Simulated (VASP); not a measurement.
Here is a VASP 6.6.1 calculation.

INCAR

```
PREC     = Accurate       # precision mode
ENCUT    = 500            # plane-wave cutoff, eV
EDIFF    = 1E-6           # SCF threshold, eV
ISMEAR   = -1             # smearing method
SIGMA    = 0.02           # smearing width, eV
LREAL    = F              # projectors in reciprocal space
LASPH    = T              # aspherical terms in the spheres
NELM     = 120            # most SCF steps
ALGO     = Normal         # electronic algorithm
ISIF     = 2              # what is computed and relaxed
LWAVE    = F              # write WAVECAR
LCHARG   = T              # write CHGCAR
LELF     = T              # ELF
LVHAR    = T            
NBANDS   = 17             # bands
GGA_COMPAT= F
```

File KPOINTS:

```
Automatic mesh
0
Gamma
  6 6 6
```

File POSCAR:

```
SnTe
1.0
    0.0000000000      3.5839840079      3.5839840079
    3.5839840079      0.0000000000      3.5839840079
    3.5839840079      3.5839840079      0.0000000000
Sn Te
1 1
Direct
    0.0000000000      0.0000000000      0.0000000000
    0.2500000000      0.2500000000      0.2500000000
```

Potentials or basis: VASP PAW LDA potentials, release 64 (Sn_d, Te).

Command:

```sh
$ cat potpaw_LDA.64/Sn_d/POTCAR potpaw_LDA.64/Te/POTCAR > POTCAR
$ mpirun -np 1 vasp_std > vasp.out
```

Predict the band gap on the k mesh.

0.14 eV, indirect (least direct gap 0.70 eV).

Estimate the pressure.

-1.7 GPa.

Caveat: spin-orbit coupling is left out, which moves the levels of the heavy elements. A k mesh can miss the band edges.
